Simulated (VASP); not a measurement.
# GaN (P6_3mc) in VASP: further runs

Aim: see how the results for GaN move with the level of theory and the settings. Levels: PBEsol, r2SCAN. Tasks: single point.

Program: VASP 6.6.1. These are calculated values, not measurements. Logs are shortened: lines on timing, memory, paths and dates and some standing lists are left out, and cuts for length are marked.

**1. The cell of the first run**

It takes space group P6_3mc (No. 186, hexagonal). The conventional cell has a = 3.190 Å, b = 3.190 Å, c = 5.180 Å, α = 90.00°, β = 90.00°, γ = 120.00°. Within 2.6 Å of Ga (site symmetry 3m) lie 4 N at 1.95 Å. Within 2.6 Å of N (site symmetry 3m) lie 4 Ga at 1.95 Å.

**2. Single point, PBEsol**

The input, INCAR:

```
PREC = Accurate
ENCUT = 520
EDIFF = 1E-7
ISMEAR = 0
SIGMA = 0.01
LREAL = F
LASPH = T
NELM = 80
ALGO = Normal
ISIF = 2
LWAVE = F
LCHARG = F
GGA = PS
NBANDS = 26
```

The input, KPOINTS:

```
regular mesh
0
Gamma
  8 8 6
```

The input, POSCAR:

```
GaN
1.0
    3.1900000000      0.0000000000      0.0000000000
   -1.5950000000      2.7626210381      0.0000000000
    0.0000000000      0.0000000000      5.1795846876
Ga N
2 2
Direct
    0.3333333333      0.6666666667     -0.0001369521
    0.6666666667      0.3333333333      0.4998630479
    0.3333333333      0.6666666667      0.3771369521
    0.6666666667      0.3333333333      0.8771369521
```

Potentials or basis: VASP PAW PBE potentials, release 64 (Ga_d, N).

Started as:

```sh
cat potpaw_PBE.64/Ga_d/POTCAR potpaw_PBE.64/N/POTCAR > POTCAR
mpirun -np 1 vasp_std > vasp.out
```

OUTCAR:

```text
PREC = Accurate
   ENCUT = 520
   EDIFF = 1E-7
   ISMEAR = 0
   LREAL = F
   LASPH = T
   NELM = 80
   ISIF = 2
   GGA = PS

 ion  position               nearest neighbor table
   1  0.333  0.667  1.000-   4 1.95   4 1.95   4 1.95   3 1.95
   2  0.667  0.333  0.500-   3 1.95   3 1.95   3 1.95   4 1.95
   3  0.333  0.667  0.377-   2 1.95   2 1.95   2 1.95   1 1.95
   4  0.667  0.333  0.877-   1 1.95   1 1.95   1 1.95   2 1.95

  LATTYP: Found a hexagonal cell.
 ALAT       =     3.1900000000
 C/A-ratio  =     1.6236942594

  Lattice vectors:

 A1 = (   3.1900000000,   0.0000000000,   0.0000000000)
 A2 = (  -1.5950000000,   2.7626210381,   0.0000000000)
 A3 = (   0.0000000000,   0.0000000000,   5.1795846876)

Analysis of symmetry for initial positions (statically):
=====================================================================
 Subroutine PRICEL returns:
 Original cell was already a primitive cell.

 Routine SETGRP: Setting up the symmetry group for a
 hexagonal supercell.

 Subroutine GETGRP returns: Found 12 space group operations
 (whereof  6 operations were pure point group operations)
 out of a pool of 24 trial point group operations.

The static configuration has the point symmetry C_3v.
 The point group associated with its full space group is C_6v.

Analysis of symmetry for dynamics (positions and initial velocities):
=====================================================================
 Subroutine PRICEL returns:
 Original cell was already a primitive cell.

 Routine SETGRP: Setting up the symmetry group for a
 hexagonal supercell.

 Subroutine GETGRP returns: Found 12 space group operations
 (whereof  6 operations were pure point group operations)
 out of a pool of 24 trial point group operations.

The dynamic configuration has the point symmetry C_3v.
 The point group associated with its full space group is C_6v.

 Subroutine INISYM returns: Found 12 space group operations
 (whereof  6 operations are pure point group operations),
 and found     1 'primitive' translations

----------------------------------------------------------------------------------------

                                     Primitive cell

  volume of cell :      45.6464

  direct lattice vectors                    reciprocal lattice vectors
     3.190000000  0.000000000  0.000000000     0.313479624  0.180987545  0.000000000
    -1.595000000  2.762621038  0.000000000     0.000000000  0.361975090  0.000000000
     0.000000000  0.000000000  5.179584688     0.000000000  0.000000000  0.193065672

  length of vectors
     3.190000000  3.190000000  5.179584688     0.361975090  0.361975090  0.193065672

  position of ions in fractional coordinates (direct lattice)
     0.333333333  0.666666667  0.999863048
     0.666666667  0.333333333  0.499863048
     0.333333333  0.666666667  0.377136952
     0.666666667  0.333333333  0.877136952

  ion indices of the primitive-cell ions
   primitive index   ion index
                 1           1
                 2           2
                 3           3
                 4           4

----------------------------------------------------------------------------------------

 KPOINTS: regular mesh

Automatic generation of k-mesh.
 Grid dimensions read from file:
 generate k-points for:    8    8    6

 Generating k-lattice:

  Cartesian coordinates                     Fractional coordinates (reciprocal lattice)
     0.039184953  0.022623443  0.000000000     0.125000000  0.000000000  0.000000000
     0.000000000  0.045246886  0.000000000     0.000000000  0.125000000  0.000000000
     0.000000000  0.000000000  0.032177612     0.000000000  0.000000000  0.166666667

  Length of vectors
     0.045246886  0.045246886  0.032177612

  Shift w.r.t. Gamma in fractional coordinates (k-lattice)
     0.000000000  0.000000000  0.000000000

 Subroutine IBZKPT returns following result:
 ===========================================

 Found     40 irreducible k-points:

 Following reciprocal coordinates:
            Coordinates               Weight
  0.000000  0.000000  0.000000      1.000000
  0.125000 -0.000000  0.000000      6.000000
  0.250000 -0.000000  0.000000      6.000000
  0.375000 -0.000000  0.000000      6.000000
  0.500000 -0.000000  0.000000      3.000000
  0.125000  0.125000  0.000000      6.000000
[... 16 lines left out ...]
  0.250000 -0.000000  0.333333     12.000000
  0.375000 -0.000000  0.333333     12.000000
 [... further k-points ...]
   k-points           NKPTS =     40   k-points in BZ     NKDIM =     40   number of bands    NBANDS=     26
   number of dos      NEDOS =    301   number of ions     NIONS =      4
   total plane-waves  NPLWV =  23040
   dimension x,y,z NGX =    24 NGY =   24 NGZ =   40
   dimension x,y,z NGXF=    48 NGYF=   48 NGZF=   80
   ions per type =               2   2
   NGX,Y,Z   is equivalent  to a cutoff of  12.51, 12.51, 12.84 a.u.
   NGXF,Y,Z  is equivalent  to a cutoff of  25.02, 25.02, 25.68 a.u.
 SYSTEM =  unknown system
   PREC   = accura    normal or accurate (medium, high low for compatibility)
   ISTART =      0    job   : 0-new  1-cont  2-samecut
   ICHARG =      2    charge: 1-file 2-atom 10-const
   ISPIN  =      1    spin polarized calculation?
   LNONCOLLINEAR =      F non collinear calculations
   LSORBIT =      F    spin-orbit coupling
   LASPH  =      T    aspherical Exc in radial PAW
   ENCUT  =  520.0 eV  38.22 Ry    6.18 a.u.   5.93  5.93  9.63*2*pi/ulx,y,z
   NELM   =     80;   NELMIN=  2; NELMDL= -5     # of ELM steps
   EDIFF  = 0.1E-06   stopping-criterion for ELM
   LREAL  =      F    real-space projection
   EDIFFG = 0.1E-05   stopping-criterion for IOM
   NSW    =      0    number of steps for IOM
   IBRION =     -1    ionic relax: 0-MD 1-quasi-New 2-CG
   NFREE  =      0    steps in history (QN), initial steepest desc. (CG)
   ISIF   =      2    stress and relaxation
   ISYM   =      2    0-nonsym 1-usesym 2-fastsym
   POTIM  = 0.5000    time-step for ionic-motion
   TEBEG  =    0.0;   TEEND  =   0.0 temperature during run
   PSTRESS=    0.0 pullay stress
   NELECT =      36.0000    total number of electrons
   NUPDOWN=      -1.0000    fix difference up-down
   EMIN   =  10.00;   EMAX   =-10.00  energy-range for DOS
   EFERMI =   0.00;   METHOD = LEGACY
   ISMEAR =     0;   SIGMA  =   0.01  broadening in eV -4-tet -1-fermi 0-gaus
   EFERMI_NEDOS =   21; number of points for ismear=-14 and -15
   IALGO  =     38    algorithm
   IMIX   =      4    mixing-type and parameters
     AMIX     =   0.40;   BMIX     =  1.00
     AMIX_MAG =   1.60;   BMIX_MAG =  1.00
  volume/ion in A,a.u.               =      11.41        77.01
  Fermi-wavevector in a.u.,A,eV,Ry     =   1.512539  2.858285 31.127073  2.287775
  Thomas-Fermi vector in A             =   2.622450
   LORBIT       =      0    0 simple, 1 ext, 2 COOP (PROOUT), +10 PAW based schemes
   GGA     = PS    functional components
   LHFCALC =     F    Hartree Fock is set to
   AEXX    =    0.0000 exact exchange contribution
   IVDW    =     0    specifies the selected vdW correction
   LEPSILON=     F    determine dielectric tensor
   LRPA    =     F    only Hartree local field effects (RPA)
 non-spin polarized calculation
 Gauss-broadening in eV      SIGMA  =   0.01
  energy-cutoff  :      520.00
  volume of cell :       45.65
 maximum number of plane-waves:      1244
 NGX is ok and might be reduce to    24
   NGX = 11   NGY = 11   NGZ = 19

 number of electron      35.9999986 magnetization

 Free energy of the ion-electron system (eV)
  ---------------------------------------------------
  ext. energy  EPLUGINS =         0.00000000
  ---------------------------------------------------
  free energy    TOTEN  =       -26.26737332 eV

  energy without entropy =      -26.26737332  energy(sigma->0) =      -26.26737332

 E-fermi :   5.3112     XC(G=0): -11.9090

 val. band max:        5.1906143970   @ k =   0.0000   0.0000   0.0000
 cond. band min:       7.0737076154   @ k =   0.0000   0.0000   0.0000
 fundamental gap:      1.8830932184
 Fermi energy:         5.3111720121

 k-point     1 :       0.0000    0.0000    0.0000
  band No.  band energies     occupation
      1     -10.7890      2.00000
      2      -9.8303      2.00000
      3      -8.2026      2.00000
      4      -8.1881      2.00000
      5      -8.1881      2.00000
      6      -8.1257      2.00000
[... 18 lines left out ...]
     25      16.8036      0.00000
     26      16.8036      0.00000

 k-point     2 :       0.1250   -0.0000    0.0000
  band No.  band energies     occupation
      1     -10.6355      2.00000
      2      -9.7913      2.00000
      3      -8.1863      2.00000
      4      -8.1665      2.00000
      5      -8.1408      2.00000
      6      -8.1062      2.00000
[... 18 lines left out ...]
     25      16.3764      0.00000
     26      17.1297      0.00000

 k-point     3 :       0.2500   -0.0000    0.0000
  band No.  band energies     occupation
      1     -10.2718      2.00000
      2      -9.7166      2.00000
      3      -8.1472      2.00000
      4      -8.1284      2.00000
      5      -8.0636      2.00000
      6      -8.0221      2.00000
[... 18 lines left out ...]
     25      16.4925      0.00000
     26      17.8012      0.00000

 k-point     4 :       0.3750   -0.0000    0.0000
  band No.  band energies     occupation
      1      -9.9523      2.00000
      2      -9.6689      2.00000
      3      -8.1345      2.00000
      4      -8.1140      2.00000
      5      -8.0261      2.00000
      6      -7.9684      2.00000
[... 18 lines left out ...]
     25      16.9332      0.00000
     26      18.3805      0.00000
[... 496 lines left out ...]
      1     -10.3538      2.00000
      2      -9.9151      2.00000
      3      -8.1676      2.00000
      4      -8.1556      2.00000
      5      -8.1340      2.00000
      6      -8.1197      2.00000
[... 18 lines left out ...]
     25      15.8179      0.00000
     26      16.3861      0.00000

 k-point    23 :       0.2500   -0.0000    0.3333
  band No.  band energies     occupation
      1     -10.0642      2.00000
      2      -9.7826      2.00000
      3      -8.1428      2.00000
      4      -8.1038      2.00000
      5      -8.1004      2.00000
      6      -8.0504      2.00000
[... 18 lines left out ...]
     25      16.2457      0.00000
     26      17.2164      0.00000

 k-point    24 :       0.3750   -0.0000    0.3333
  band No.  band energies     occupation
      1      -9.8314      2.00000
      2      -9.6902      2.00000
      3      -8.1471      2.00000
      4      -8.0907      2.00000
      5      -8.0709      2.00000
      6      -7.9879      2.00000
[... 18 lines left out ...]
     25      16.4551      0.00000
     26      17.9685      0.00000

 [... further k-points ...]
[... 5 lines left out ...]
  --------------------------------------------------------------------------------------
  -------------------------------------------------------------------------------------
  Total       -0.3399364     -0.3399364     -0.0594987      0.0000000      0.0000000      0.0000000
  in kB      -11.9316724    -11.9316724     -2.0883879      0.0000000      0.0000000      0.0000000
  external PRESSURE =      -8.6505776 kB  Pullay stress =       0.0000000 kB

 VOLUME and BASIS-vectors are now :
 -----------------------------------------------------------------------------
  energy-cutoff  :      520.00
  volume of cell :       45.65
      direct lattice vectors                 reciprocal lattice vectors
     3.190000000  0.000000000  0.000000000     0.313479624  0.180987545  0.000000000
    -1.595000000  2.762621038  0.000000000     0.000000000  0.361975090  0.000000000
     0.000000000  0.000000000  5.179584688     0.000000000  0.000000000  0.193065672

 POSITION                                       TOTAL-FORCE (eV/Angst)
 -----------------------------------------------------------------------------------
     -0.00000      1.84175      5.17888        -0.000000     -0.000000      0.004407
      1.59500      0.92087      2.58908        -0.000000     -0.000000      0.004407
     -0.00000      1.84175      1.95341         0.000000     -0.000000     -0.004407
      1.59500      0.92087      4.54321        -0.000000      0.000000     -0.004407
 -----------------------------------------------------------------------------------
    total drift:                               -0.000001     -0.000001     -0.000219

  FREE ENERGIE OF THE ION-ELECTRON SYSTEM (eV)
  ---------------------------------------------------
  free  energy   TOTEN  =       -26.2673733230 eV

  energy  without entropy=      -26.2673733230  energy(sigma->0) =      -26.26737332
```

Wall time 86 s (1 thread of AMD EPYC 7R13, shared host); peak memory 0.15 GiB.

What came out:

| Item | Value |
| --- | --- |
| Free energy | -26.2674 eV |
| Pressure | -0.9 GPa |
| Largest force | 0.004 eV/Å |
| Band gap on the k mesh | 1.88 eV, direct |

Forces on the atoms (eV/Å):
```
Ga   0.000  0.000  0.004
Ga   0.000  0.000  0.004
N    0.000  0.000 -0.004
N    0.000  0.000 -0.004
```

Stress tensor (GPa, compression positive):
```
-1.19  0.00  0.00
 0.00 -1.19  0.00
 0.00  0.00 -0.21
```

Caveat: the PAW data sets were made with another functional, which shifts forces and pressure a little. Expect the measured gap to be larger: semilocal functionals such as PBEsol lack the derivative discontinuity.

**3. Single point, r2SCAN**

POSCAR is that of step 2.

The input, INCAR.step1:

```
SYSTEM = GaN
  PREC = Accurate
  ENCUT = 520
  ISMEAR = 0
  SIGMA = 0.01
  LREAL = .False.
  LASPH = .True.
  NELM = 80
  NBANDS = 26
  GGA = PE
  ALGO = Normal
  EDIFF = 1E-4
  LWAVE = .True.
  LCHARG = .False.
```

The input, INCAR.step2:

```
SYSTEM = GaN
  PREC = Accurate
  ENCUT = 520
  EDIFF = 1E-6
  ISMEAR = 0
  SIGMA = 0.01
  LREAL = .False.
  LASPH = .True.
  NELM = 80
  ALGO = Normal
  ISIF = 2
  LWAVE = .False.
  LCHARG = .False.
  METAGGA = R2SCAN
  LMIXTAU = .True.
  NBANDS = 26
  ISTART = 1
```

The input, KPOINTS:

```
regular mesh
0
Gamma
  8 8 6
  0 0 0
```

Potentials or basis: VASP PAW PBE potentials, release 64 (Ga_d, N).

Started as:

```sh
cat potpaw_PBE.64/Ga_d/POTCAR potpaw_PBE.64/N/POTCAR > POTCAR
cp INCAR.step1 INCAR
mpirun -np 1 vasp_std > vasp.out
cp INCAR.step2 INCAR
mpirun -np 1 vasp_std > vasp.out
```

Wall time 5.1 min (1 thread of AMD EPYC 7R13, shared host); peak memory 0.16 GiB.

It converged, with:

```yaml
Free_energy: -43.8215 eV
Pressure: 0.4 GPa
Largest_force: 0.009 eV/Å
Band_gap_on_the_k_mesh: 2.33 eV, direct
```

Forces on the atoms (eV/Å):
```
Ga   0.000  0.000  0.009
Ga   0.000  0.000  0.009
N    0.000  0.000 -0.009
N    0.000  0.000 -0.009
```

Stress tensor (GPa, compression positive):
```
0.11 0.00 0.00
0.00 0.11 0.00
0.00 0.00 0.88
```

Levels at points of the mesh, in eV from the valence-band top:
| k point | band 14 | band 15 | band 16 | band 17 | band 18 | band 19 | band 20 | band 21 | band 22 | band 23 |
| --- | --- | --- | --- | --- | --- | --- | --- | --- | --- | --- |
| (0.00, 0.00, 0.00) | -1.07 | -1.07 | -0.02 | 0.00 | 0.00 | 2.33 | 4.76 | 9.97 | 10.55 | 10.55 |
| (0.50, 0.00, 0.00) | -5.37 | -4.27 | -2.83 | -2.22 | -1.02 | 5.55 | 6.11 | 6.57 | 9.34 | 11.05 |
| (0.00, 0.00, 0.50) | -3.90 | -0.55 | -0.55 | -0.55 | -0.55 | 4.74 | 4.74 | 9.18 | 9.18 | 11.06 |
| (0.50, 0.00, 0.50) | -6.70 | -2.00 | -2.00 | -1.92 | -1.92 | 4.90 | 4.90 | 8.40 | 8.40 | 10.75 |

Caveat: the PAW data sets were made with another functional, which shifts forces and pressure a little. r2SCAN opens gaps a little over a GGA but as a rule still falls short of measured ones.
